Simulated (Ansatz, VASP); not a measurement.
# Two plane-wave programs on BN

Contents of INCAR:

```
  PREC = Accurate
  ENCUT = 600
  EDIFF = 1E-6
  ISMEAR = 0
  SIGMA = 0.05
  LREAL = False
  LASPH = True
  NELM = 120
  ALGO = Normal
  ISIF = 2
  LWAVE = False
  LCHARG = False
  NBANDS = 11
  GGA_COMPAT = False
```

KPOINTS

```
regular mesh
0
Gamma
  12 12 12
```

Contents of POSCAR:

```
BN
1.0
    0.0000000000      3.2892181283      2.4460438784
    1.1778309010      0.0000000000      2.4460438784
    1.1778309010      3.2892181283      0.0000000000
B N
1 1
Direct
    0.0000486500      0.0000486500      0.9999513500
    0.6666513400      0.6666513400      0.3333486600
```

Input for Ansatz:

```yaml
crystal:
  lattice:
    - [0.0, 3.2892181283, 2.4460438784]
    - [1.177830901, 0.0, 2.4460438784]
    - [1.177830901, 3.2892181283, 0.0]
  atoms:
    - { symbol: B, position: [4.865e-05, 4.865e-05, 0.99995135] }
    - { symbol: "N", position: [0.66665134, 0.66665134, 0.33334866] }
basis:
  ecutwfc: 420
kpoints:
  mp_grid: { grid: [12, 12, 12] }
hamiltonian:
  xc: lda
scf:
  occupations: { method: gaussian, width: 0.05 }
output:
  forces: true
  stress: true
  eigenvalues: true
```

Alike in both runs: task single point; functional LDA; k mesh 12 × 12 × 12; occupations gaussian, width 0.05 eV; no spin polarisation.

```csv
,VASP,Ansatz
version,VASP 6.6.1,Ansatz 0.2.0
potentials or method,"VASP PAW LDA potentials, release 64 (B, N), cutoff 600 eV","scalar-relativistic, plane waves, PAW"
valence electrons in the cell,8,8
```

|  | VASP | Ansatz | Ansatz less VASP |
| --- | --- | --- | --- |
| gap on the k mesh at the Fermi level (eV) | 2.44 | 2.45 | +0.012 |
| least direct gap on the mesh (eV) | 4.30 | 4.30 | +0.008 |
| pressure (GPa) | -17.2 | -17.5 | -0.26 |
| traceless stress, the component that is largest in VASP (GPa) | -67.19 | -67.26 | -0.071 |
| rms of the force components (eV/Å) | 0.140 | 0.126 | -0.0144 |

LDA's correlation is that of Perdew and Zunger in VASP and of Perdew and Wang (1992) in Ansatz. Atom by atom the forces differ by 0.014 eV/Å (rms over components).
